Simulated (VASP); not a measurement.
Crystal: As.

```
As
1.0
     3.00317    0.00000    0.00000
    -1.50158    2.60082    0.00000
     0.00000    0.00000    4.86513
As
2
Direct
  0.33333 0.66667 0.25000
  0.66667 0.33333 0.75000
```

| Quantity | Value |
| --- | --- |
| Program | VASP 6.6.1 |
| Task | relaxation of cell and atoms |
| Functional | PBE |
| Potentials or basis | VASP PAW PBE potentials, release 64 (As) |
| Cutoff | 600 eV |
| k mesh | 16 × 16 × 9 |
| Occupations | fermi-dirac, width 0.05 eV |
| Spin | no spin polarisation |

At the start: pressure 1.3 GPa; volume 19.00 Å³/atom.

Where does the relaxation end?

Over 8 steps the energy falls by 3.3 meV/atom and the volume is 19.24 Å³/atom (+1.3 %); space group P6_3/mmc (No. 194, to 0.05 Å).

Step by step:
| step | energy change (eV) | largest force (eV/Å) | pressure (GPa) | volume (Å³) |
| --- | --- | --- | --- | --- |
| 1 | 0.0000 | 0.0000 | 1.31 | 38.00 |
| 2 | -0.0022 | 0.0000 | -0.53 | 38.86 |
| 3 | -0.0026 | 0.0000 | -0.03 | 38.62 |
| 4 | -0.0027 | 0.0000 | -0.05 | 38.61 |
| 5 | -0.0035 | 0.0000 | -0.10 | 38.59 |
| 6 | -0.0055 | 0.0000 | -0.10 | 38.54 |
| 7 | -0.0063 | 0.0000 | 0.12 | 38.44 |
| 8 | -0.0067 | 0.0000 | 0.01 | 38.48 |

Final structure:
```
CELL_PARAMETERS angstrom
3.05385 0.00000 0.00000
-1.52693 2.64471 0.00000
0.00000 0.00000 4.76400
ATOMIC_POSITIONS crystal
As 0.33333 0.66667 0.25000
As 0.66667 0.33333 0.75000
```
